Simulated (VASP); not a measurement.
Crystal: SiC.

```
Si C
1.0
     0.00000    2.17900    2.17900
     2.17900    0.00000    2.17900
     2.17900    2.17900    0.00000
Si C
1 1
Direct
  0.00000 0.00000 0.00000
  0.75000 0.75000 0.75000
```

Base run:

* Program: VASP 6.6.1
* Functional: PBE
* Potentials or basis: VASP PAW PBE potentials, release 64 (Si, C)
* Cutoff: 600 eV
* k mesh: 9 × 9 × 9
* Occupations: fermi-dirac, width 0.05 eV
* Spin: no spin polarisation

Its results: band gap on the k mesh 1.50 eV (least direct gap 4.62 eV); pressure 3.1 GPa.

Problem. The run is repeated on the same cell with these changes: k mesh from 9 × 9 × 9 to 5 × 5 × 5. What comes out?

Solution. Band gap on the k mesh 1.81 eV (least direct gap 4.79 eV); pressure 3.2 GPa.

Caveats: some runs use coarse meshes; an odd mesh through Γ misses points on the zone boundary, where band edges can lie; the cell stands under pressure (at least some runs).
